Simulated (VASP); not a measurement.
Set up this calculation in VASP 6.6.1, as the native input.

* Task: single point
* Functional: PBE
* Potentials or basis: VASP PAW PBE potentials, release 64 (Sb, H, P)
* Cutoff: 520 eV
* k mesh: 6 × 6 × 4
* Occupations: gaussian, width 0.1 eV
* Spin: no spin polarisation
* Dipole correction: no
* Further INCAR settings: ALGO = Normal; EDIFF = 1e-07; NBANDS = 22

The structure of Sb2P3H lies in POSCAR:

```
Sb2P3H
1.0
    4.4964360031     -0.0000000028      0.0000000000
   -2.2482179991      3.8940278066      0.0000000000
    0.0000000000      0.0000000000      6.0766054533
Sb H P
2 1 3
Direct
    0.3333333333      0.6666666667      0.1978066018
    0.6666666667      0.3333333333      0.8021933982
    0.0000000000      0.0000000000      0.0000000000
    0.3333333333      0.6666666667      0.6706632461
    0.6666666667      0.3333333333      0.3293367539
    0.0000000000      0.0000000000      0.5000000000
```

The cell was built from a structure type or drawn by symmetry, and may not be a known phase.

These files were run (other wordings do the same):

INCAR

```
SYSTEM = Sb2P3H
ALGO     = Normal         ! electronic algorithm
EDIFF    = 1E-7           ! SCF threshold, eV
ENCUT    = 520            ! plane-wave cutoff, eV
GGA      = PE             ! functional
ISIF     = 2              ! what is computed and relaxed
ISMEAR   = 0              ! smearing method
LASPH    = .TRUE.         ! aspherical terms in the spheres
LCHARG   = .FALSE.        ! write CHGCAR
LREAL    = .FALSE.        ! projectors in reciprocal space
LWAVE    = .FALSE.        ! write WAVECAR
NBANDS   = 22             ! bands
NELM     = 100            ! most SCF steps
PREC     = Accurate       ! precision mode
SIGMA    = 0.1            ! smearing width, eV
```

KPOINTS

```
k-points
0
G
  6 6 4
  0 0 0
```

Potentials or basis: VASP PAW PBE potentials, release 64 (Sb, H, P).

The run is started by

```sh
$ cat potpaw_PBE.64/Sb/POTCAR potpaw_PBE.64/H/POTCAR potpaw_PBE.64/P/POTCAR > POTCAR
$ mpirun -np 1 vasp_std > vasp.out
```

Results of the run:

```
Pressure               : -0.3 GPa
Largest force          : 0.036 eV/Å
Band gap on the k mesh : zero (bands 13 and 14 overlap by 2.54 eV)
```

Caveat: spin-orbit coupling is left out, which moves the levels of the heavy elements.

Run time: 44 s on 1 thread of Oxide Virtual Turin-like Processor, on a shared host, peak memory 0.22 GiB.
